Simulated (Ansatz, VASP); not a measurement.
**One calculation of Ge3Pd, two programs**

Contents of INCAR:

```
PREC = Accurate
ENCUT = 540
EDIFF = 1E-6
ISMEAR = -1
SIGMA = 0.05
LREAL = F
LASPH = T
NELM = 200
ALGO = Normal
ISIF = 2
LWAVE = F
LCHARG = F
LMAXMIX = 4
LDAU = T
LDAUTYPE = 2
LDAUL = 2 -1
LDAUU = 3 0
LDAUJ = 0 0
LDAUPRINT = 1
GGA = PS
NBANDS = 38
GGA_COMPAT = F
```

Contents of KPOINTS:

```
Automatic mesh
0
Gamma
  7 7 7
```

File POSCAR:

```
Ge3Pd
1.0
    4.1420230000      0.0000000000      0.0000000000
    0.0000000000      4.1420230000      0.0000000000
    0.0000000000      0.0000000000      4.1420230000
Pd Ge
1 3
Direct
    0.0000000000      0.0000000000      0.0000000000
    0.5000000000      0.5000000000      0.0000000000
    0.5000000000      0.0000000000      0.5000000000
    0.0000000000      0.5000000000      0.5000000000
```

The input input.yaml:

```yaml
crystal:
  lattice:
    - [4.142023, 0.0, 0.0]
    - [0.0, 4.142023, 0.0]
    - [0.0, 0.0, 4.142023]
  atoms:
    - { symbol: Pd, position: [0.0, 0.0, 0.0] }
    - { symbol: Ge, position: [0.5, 0.5, 0.0] }
    - { symbol: Ge, position: [0.5, 0.0, 0.5] }
    - { symbol: Ge, position: [0.0, 0.5, 0.5] }
hamiltonian:
  xc: pbesol
  pseudopotentials: { kind: paw }
  hubbard: { sites: [{ species: Pd, l: d, u_eff: 3.0 }] }
kpoints:
  mp_grid: { grid: [7, 7, 7] }
  band_path:
    path:
      - [[0.0, 0.0, 0.0], [0.0, 0.5, 0.0], [0.5, 0.5, 0.0], [0.0, 0.0, 0.0], [0.5, 0.5, 0.5], [0.0, 0.5, 0.0]]
      - [[0.5, 0.5, 0.0], [0.5, 0.5, 0.5]]
    npoints: 14
scf:
  occupations: { method: fermi_dirac, width: 0.05 }
  n_extra_bands: 10
output:
  forces: true
  stress: true
  eigenvalues: true
  fatbands: false
```

Alike in both runs: functional PBEsol; k mesh 7 × 7 × 7; occupations fermi-dirac, width 0.05 eV; no spin polarisation; Hubbard terms Pd d U = 3.0 eV.

```csv
,VASP,Ansatz
version,VASP 6.6.1,Ansatz 0.2.0
potentials or method,"VASP PAW PBE potentials, release 64 (Pd_sv_GW, Ge_d)",Ansatz PAW
plane-wave cutoff (eV),540,420
valence electrons in the cell,60,60
task,single point,band structure
```

```tsv
	VASP	Ansatz	Ansatz less VASP
gap on the k mesh at the Fermi level (eV)	none	none	-
pressure (GPa)	-5.1	-4.2	+0.97
```

VASP's potentials were made for PBE, not for PBEsol. The programs project onto different local orbitals, so the same U acts differently, and such runs can settle in different states. A gap of «none» marks a metal or a gap that the smearing closes.
